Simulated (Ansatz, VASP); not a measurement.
**One calculation of Hf, two programs**

The input INCAR:

```
SYSTEM = Hf
  PREC = Accurate
  ENCUT = 520
  EDIFF = 1E-7
  ISMEAR = -1
  SIGMA = 0.03
  LREAL = .False.
  LASPH = .True.
  NELM = 60
  ALGO = Normal
  ISIF = 2
  LWAVE = .False.
  LCHARG = .True.
  GGA = PE
  LELF = .True.
  LVHAR = .True.
  NBANDS = 11
```

KPOINTS

```
Automatic mesh
0
Gamma
  16 16 16
  0 0 0
```

Contents of POSCAR:

```
Hf
1.0
    0.0000000000      2.2200000000      2.2200000000
    2.2200000000      0.0000000000      2.2200000000
    2.2200000000      2.2200000000      0.0000000000
Hf
1
Direct
    0.0000000000      0.0000000000      0.0000000000
```

Input for Ansatz:

```yaml
crystal:
  lattice:
    - [0.0, 2.22, 2.22]
    - [2.22, 0.0, 2.22]
    - [2.22, 2.22, 0.0]
  atoms:
    - { symbol: Hf, position: [0.0, 0.0, 0.0] }
kpoints:
  mp_grid: { grid: [16, 16, 16] }
scf:
  occupations: { method: fermi_dirac, width: 0.03 }
hamiltonian:
  xc: pbe
  pseudopotentials:
    kind: all_electron
    lapw: { basis_error: 0.00025 }
    nuclear_model: point
output:
  forces: true
  stress: true
  eigenvalues: true
```

Alike in both runs: task single point; functional PBE; k mesh 16 × 16 × 16; occupations fermi-dirac, width 0.03 eV; no spin polarisation.

```csv
,VASP,Ansatz
version,VASP 6.6.1,Ansatz 0.2.0
potentials or method,"VASP PAW PBE potentials, release 64 (Hf_pv), cutoff 520 eV","all-electron LAPW, scalar-relativistic"
```

```csv
,VASP,Ansatz,Ansatz less VASP
pressure (GPa),2.7,3.2,+0.48
```

Ansatz ran all-electron here, and VASP with PAW potentials.

Spin-orbit coupling is off throughout.
